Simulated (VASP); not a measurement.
# ZnS: single point with PBE

Crystal: ZnS.

```
Zn S
1.0
     3.99572    0.00000    0.00000
    -1.99786    3.29562    0.00000
     0.00000    0.00000    6.24399
Zn S
2 2
Direct
  0.33413 0.66826 0.99842
  0.66587 0.33174 0.49842
  0.32689 0.65378 0.37658
  0.67311 0.34622 0.87658
```

This cell differs from its parent crystal: uniaxial x strain +5.0%.

* Program: VASP 6.6.1
* Task: single point
* Functional: PBE
* Potentials or basis: VASP PAW PBE potentials, release 64 (Zn, S)
* Cutoff: 520 eV
* k mesh: 12 × 12 × 4
* Occupations: fermi-dirac, width 0.02 eV
* Spin: no spin polarisation
* Dipole correction: no
* Further INCAR settings: ALGO = Normal; EDIFF = 1e-07; NBANDS = 26

The pressure is -1.1 GPa, the largest force is 0.015 eV/Å and the band gap on the k mesh is 1.95 eV, direct.

Forces on the atoms (eV/Å):
```
Zn   0.000 -0.005 -0.008
Zn   0.000  0.005 -0.008
S    0.000 -0.012  0.008
S    0.000  0.012  0.008
```

Stress tensor (GPa, compression positive):
```
-3.27  0.00  0.00
 0.00 -0.26  0.00
 0.00  0.00  0.37
```

Levels at points of the mesh, in eV from the valence-band top:
| k point | band 16 | band 17 | band 18 | band 19 | band 20 | band 21 |
| --- | --- | --- | --- | --- | --- | --- |
| (0.00, 0.00, 0.00) | -0.16 | -0.05 | 0.00 | 1.95 | 2.74 | 5.97 |
| (0.50, 0.00, 0.00) | -2.07 | -1.61 | -0.78 | 3.71 | 4.28 | 5.32 |
| (0.00, 0.50, 0.00) | -2.43 | -1.50 | -1.06 | 3.19 | 3.78 | 5.03 |
| (0.00, 0.00, 0.50) | -0.65 | -0.43 | -0.43 | 3.26 | 3.26 | 6.49 |
| (0.50, 0.00, 0.50) | -1.52 | -1.44 | -1.44 | 3.59 | 3.59 | 5.27 |
| (0.00, 0.50, 0.50) | -1.80 | -1.49 | -1.49 | 3.38 | 3.38 | 5.17 |

Wall time 2.1 min on 1 thread of Intel(R) Xeon(R) 6975P-C (Granite Rapids), with other jobs on the host, peak memory 0.35 GiB.

Caveat: the cell differs from its parent crystal (uniaxial x strain +5.0%). A k mesh can miss the band edges.
